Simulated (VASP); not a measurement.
Write the native input for VASP 6.6.1 that does the following.

```yaml
Task: single point
Functional: PBE
Potentials_or_basis: VASP PAW PBE potentials, release 64 (Ba_sv, V_sv, Tl_d, O)
Cutoff: 520 eV
k_mesh: 5 × 5 × 2
Occupations: fermi-dirac, width 0.05 eV
Spin: collinear spin, ferromagnetic start
Starting_moments: "[0.0, 0.0, 2.0, 2.0, 2.0, 0.0, 0.0, 0.0, 0.0, 0.0, 0.0, 0.0, 0.0, 0.0, 0.0, 0.0, 0.0, 0.0, 0.0, 0.0, 0.0, 0.0] μB"
k_mesh_for_the_DOS: 8 × 8 × 3
Occupations_for_the_DOS: tetrahedron
Further_INCAR_settings: ALGO = Normal; EDIFF = 1e-06; NBANDS = 119
```

The system is Ba2Tl5V3O12.

```xyz
22
Lattice="6.0437 0.0955 -0.4538 -2.5759 5.5423 0.0296 -1.2131 -2.0613 13.9220" Properties=species:S:1:pos:R:3 pbc="T T T"
Ba    4.7194   -0.8046    6.1878
Ba    0.3670    2.6389   12.1406
V     0.1608   -1.4176   13.5896
V    -1.1465    2.4057    4.6852
V     2.0769    0.3875    8.9985
Tl    1.7105    0.8620    5.1314
Tl   -0.5988   -1.1205   10.3877
Tl    2.1528    4.6633    2.1426
Tl   -0.6442    2.4806    8.2526
Tl    4.6157    2.5798    0.2326
O    -0.0497    0.2256    0.5967
O    -2.3278    3.0065   12.3078
O    -0.0689    0.1648   12.9199
O     2.8986    0.5177    0.4422
O     0.3476    2.9705    5.4039
O     3.5997    2.7997    5.3243
O    -0.9723    0.6618    4.5376
O    -1.4442    3.1282    3.1877
O     3.5874    0.6520    8.2032
O     1.4718    1.7922    9.8063
O     2.2468   -0.9305   10.1084
O     0.9035   -0.0177    7.7635
```

One way to write it, as run:

POSCAR

```
Ba2Tl5V3O12
1.0
    6.0437000000      0.0954900000     -0.4538500000
   -2.5758800000      5.5423000000      0.0296100000
   -1.2131500000     -2.0613200000     13.9219600000
Ba V Tl O
2 3 5 12
Direct
    0.8825100000      0.0156100000      0.4732000000
    0.5788600000      0.7968800000      0.8892200000
    0.2693600000      0.1058000000      0.9846800000
    0.1162900000      0.5582000000      0.3391400000
    0.6080700000      0.3069600000      0.6655200000
    0.4836100000      0.2899100000      0.3837300000
    0.0831100000      0.0748500000      0.7486900000
    0.7727900000      0.8939800000      0.1771900000
    0.2979100000      0.6659900000      0.6010700000
    0.9720100000      0.4663600000      0.0474000000
    0.0245800000      0.0564700000      0.0435400000
    0.1636900000      0.8697500000      0.8875400000
    0.3358500000      0.3728900000      0.9381800000
    0.5330800000      0.1024200000      0.0489200000
    0.4267400000      0.6776200000      0.4006300000
    0.9519700000      0.6420200000      0.4121100000
    0.0069600000      0.2404100000      0.3256500000
    0.0837300000      0.6486500000      0.2303200000
    0.8589000000      0.3321400000      0.6165200000
    0.6367300000      0.5816300000      0.7239000000
    0.5634300000      0.0992000000      0.7442300000
    0.3498400000      0.2022600000      0.5686200000
```

INCAR.step1

```
SYSTEM = Ba2Tl5V3O12
ALGO = Normal ; EDIFF = 1E-6
ENCUT = 520 ; GGA = PE
ISIF = 2 ; ISMEAR = -1
ISPIN = 2 ; KPAR = 4
LASPH = .TRUE. ; LCHARG = .TRUE.
LMAXMIX = 4 ; LREAL = .FALSE.
LWAVE = .FALSE. ; MAGMOM = 0 0 2 2 2 0 0 0 0 0 0 0 0 0 0 0 0 0 0 0 0 0
NBANDS = 119 ; NELM = 100
PREC = Accurate ; SIGMA = 0.05
```

KPOINTS.step1

```
k-points
0
G
  5 5 2
  0 0 0
```

INCAR.step2

```
SYSTEM = Ba2Tl5V3O12
ALGO = Normal ; EDIFF = 1E-6
ENCUT = 520 ; GGA = PE
ICHARG = 11 ; ISIF = 2
ISMEAR = -5 ; ISPIN = 2
KPAR = 4 ; LASPH = .TRUE.
LCHARG = .FALSE. ; LMAXMIX = 4
LORBIT = 11 ; LREAL = .FALSE.
LWAVE = .FALSE. ; MAGMOM = 0 0 2 2 2 0 0 0 0 0 0 0 0 0 0 0 0 0 0 0 0 0
NBANDS = 119 ; NEDOS = 2001
NELM = 100 ; PREC = Accurate
SIGMA = 0.05
```

KPOINTS.step2

```
k-points
0
G
  8 8 3
  0 0 0
```

Potentials or basis: VASP PAW PBE potentials, release 64 (Ba_sv, V_sv, Tl_d, O).

Launch:

```bash
$ cat potpaw_PBE.64/Ba_sv/POTCAR potpaw_PBE.64/V_sv/POTCAR potpaw_PBE.64/Tl_d/POTCAR potpaw_PBE.64/O/POTCAR > POTCAR
$ cp INCAR.step1 INCAR
$ cp KPOINTS.step1 KPOINTS
$ mpirun -np 4 vasp_std > vasp.out
$ cp INCAR.step2 INCAR
$ cp KPOINTS.step2 KPOINTS
$ mpirun -np 4 vasp_std > vasp.out
```

Results of the run:

The net moment is 0.00 μB per cell. The valence electrons inside the program's atomic spheres are Ba 7.91, 7.85; V 12.12, 12.11, 12.07; Tl 11.13, 11.10, 11.12, 11.11 (each value once); O 4.97, 4.99, 4.98, 5.00 (each value once).

Run time: 110 min on 4 MPI ranks on AMD EPYC 7R13 Processor (Zen 3), with other jobs on the host, peak memory 5.7 GiB a rank.
